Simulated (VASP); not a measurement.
Wanted: the native input for a VASP 6.6.1 run.

```
Task                   : single point
Functional             : LDA
Potentials or basis    : VASP PAW LDA potentials, release 64 (Se)
Cutoff                 : 520 eV
k mesh                 : 13 × 13 × 13
Occupations            : fermi-dirac, width 0.1 eV
Spin                   : no spin polarisation
Dipole correction      : no
Further INCAR settings : ALGO = Normal; EDIFF = 1e-06; NBANDS = 9
```

The structure of Se lies in POSCAR:

```
Se
1.0
    1.9627546832      1.1331966712      0.8989589783
   -1.9627546832      1.1331966712      0.8989589783
    0.0000000000     -2.2663943621      0.8989589783
Se
1
Direct
    0.0000000000      0.0000000000      0.0000000000
```

One way to write it, as run:

INCAR

```
SYSTEM = Se
ALGO = Normal
EDIFF = 1E-6
ENCUT = 520
GGA = CA
ISIF = 2
ISMEAR = -1
LASPH = .TRUE.
LCHARG = .TRUE.
LELF = .TRUE.
LREAL = .FALSE.
LVHAR = .TRUE.
LWAVE = .FALSE.
NBANDS = 9
NELM = 80
PREC = Accurate
SIGMA = 0.1
```

KPOINTS

```
k-points
0
G
  13 13 13
  0 0 0
```

Potentials or basis: VASP PAW LDA potentials, release 64 (Se).

Launch:

```console
$ cat potpaw_LDA.64/Se/POTCAR > POTCAR
$ mpirun -np 1 vasp_std > vasp.out
```

Results of the run:

```yaml
Pressure: 116.3 GPa
Band_gap_on_the_k_mesh: zero (band 3 reaches 21.12 eV, above the bottom of band 4 at 7.40 eV)
```

Wall time 9.8 s on 1 thread of Intel(R) Xeon(R) Platinum 8488C (Sapphire Rapids), on a shared host, peak memory 0.13 GiB.
